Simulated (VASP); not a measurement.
Write the native input for VASP 6.6.1 that does the following.

```
Task                   : single point
Functional             : LDA
Potentials or basis    : VASP PAW LDA potentials, release 64 (Mg, Pb_d, N)
Cutoff                 : 520 eV
k mesh                 : 7 × 7 × 4
Occupations            : gaussian, width 0.05 eV
Spin                   : no spin polarisation
Dipole correction      : no
Further INCAR settings : ALGO = Normal; EDIFF = 1e-06; NBANDS = 22
```

The structure of Mg2PbN2 lies in POSCAR:

```
Mg2PbN2
1.0
    3.5455562597      0.0000000000      0.0000000000
   -1.7727781298      3.0705417914      0.0000000000
    0.0000000000      0.0000000000      6.4186965602
Mg Pb N
2 1 2
Direct
    0.6666666667      0.3333333333      0.1387976046
    0.3333333333      0.6666666667      0.8612023954
    0.0000000000      0.0000000000      0.5000000000
    0.6666666667      0.3333333333      0.7956783888
    0.3333333333      0.6666666667      0.2043216112
```

One way to write it, as run:

INCAR

```
  ALGO = Normal
  EDIFF = 1E-6
  ENCUT = 520
  ISIF = 2
  ISMEAR = 0
  LASPH = True
  LCHARG = True
  LELF = True
  LREAL = False
  LVHAR = True
  LWAVE = False
  NBANDS = 22
  NELM = 60
  PREC = Accurate
  SIGMA = 0.05
```

KPOINTS

```
k-points
0
Gamma
  7 7 4
```

Potentials or basis: VASP PAW LDA potentials, release 64 (Mg, Pb_d, N).

Command:

```console
$ cat potpaw_LDA.64/Mg/POTCAR potpaw_LDA.64/Pb_d/POTCAR potpaw_LDA.64/N/POTCAR > POTCAR
$ mpirun -np 1 vasp_std > vasp.out
```

It gave:

| Quantity | Value |
| --- | --- |
| Pressure | -0.7 GPa |
| Largest force | 0.034 eV/Å |
| Band gap on the k mesh | 0.06 eV (least direct gap 0.40 eV) |

Caveat: spin-orbit coupling is left out, which moves the levels of the heavy elements; an odd mesh through Γ misses points on the zone boundary, where band edges can lie.

It took 52 s on 1 thread of Intel Xeon 8259CL (shared host), peak memory 0.19 GiB.
